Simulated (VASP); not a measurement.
Here is a VASP 6.6.1 calculation.

File INCAR:

```
SYSTEM = ScAl3
PREC = Accurate ; ENCUT = 520
EDIFF = 1E-6 ; ISMEAR = 0
SIGMA = 0.15 ; LREAL = .False.
LASPH = .True. ; NELM = 80
ALGO = Fast ; ISIF = 2
LWAVE = .False. ; LCHARG = .True.
GGA = PS ; LELF = .True.
LVHAR = .True. ; NBANDS = 18
```

The input KPOINTS:

```
regular mesh
0
Gamma
  12 12 12
  0 0 0
```

Contents of POSCAR:

```
ScAl3
1.0
    4.0712986163      0.0000000000      0.0000000000
    0.0000000000      4.0712986163      0.0763368491
    0.0000000000      0.0763368491      4.0712986163
Sc Al
1 3
Direct
    0.0000000000      0.0000000000      0.0000000000
    0.5000000000      0.0000000000      0.5000000000
    0.0000000000      0.5000000000      0.5000000000
    0.5000000000      0.5000000000      0.0000000000
```

Potentials or basis: VASP PAW PBE potentials, release 64 (Sc_sv, Al).

Run with:

```bash
$ cat potpaw_PBE.64/Sc_sv/POTCAR potpaw_PBE.64/Al/POTCAR > POTCAR
$ mpirun -np 1 vasp_std > vasp.out
```

**Question.** Estimate the band gap on the k mesh.

**Answer.** Zero (bands 10 and 11 overlap by 3.76 eV).

**Question.** Predict the pressure.

**Answer.** 0.4 GPa.

Stress tensor (GPa, compression positive):
```
 0.09  0.00  0.00
 0.00  0.49 -2.92
 0.00 -2.92  0.49
```

Caveat: the cell differs from its parent crystal (strain +0.0375 x Voigt [0, 0, 0, 1, 0, 0]); the PAW data sets were made with another functional, which shifts forces and pressure a little.
